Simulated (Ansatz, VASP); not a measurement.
## SnH5 in VASP and in Ansatz

```
Sn H
1.0
     0.00000    3.05084    3.05084
     3.05084    0.00000    3.05084
     3.05084    3.05084    0.00000
Sn H
1 5
Direct
  0.25000 0.25000 0.25000
  0.65497 0.65497 0.65497
  0.65497 0.65497 0.03508
  0.65497 0.03508 0.65497
  0.03508 0.65497 0.65497
  0.00000 0.00000 0.00000
```

Alike in both runs: task relaxation of cell and atoms; functional PBE; k mesh 6 × 6 × 6; occupations gaussian, width 0.1 eV; no spin polarisation.

```csv
,VASP,Ansatz
version,VASP 6.6.1,Ansatz 0.2.0
potentials or method,"VASP PAW PBE potentials, release 64 (Sn_d, H), cutoff 600 eV","scalar-relativistic, plane waves, PAW"
valence electrons in the cell,19,19
```

Ansatz gave:

* gap on the k mesh at the Fermi level, each at its own relaxed structure (eV): none
* relaxed volume (Å³/atom): 6.82
* relaxed cell length with the largest relative difference (Å): 3.868

Problem. What did VASP give for the same quantities?

Solution. gap on the k mesh at the Fermi level, each at its own relaxed structure (eV): none; relaxed volume (Å³/atom): 6.79; relaxed cell length with the largest relative difference (Å): 3.863.

A gap of «none» marks a metal or a gap that the smearing closes.

Noted on VASP's run: the volume moved by over 15 % at a fixed basis, so the end points are rough.
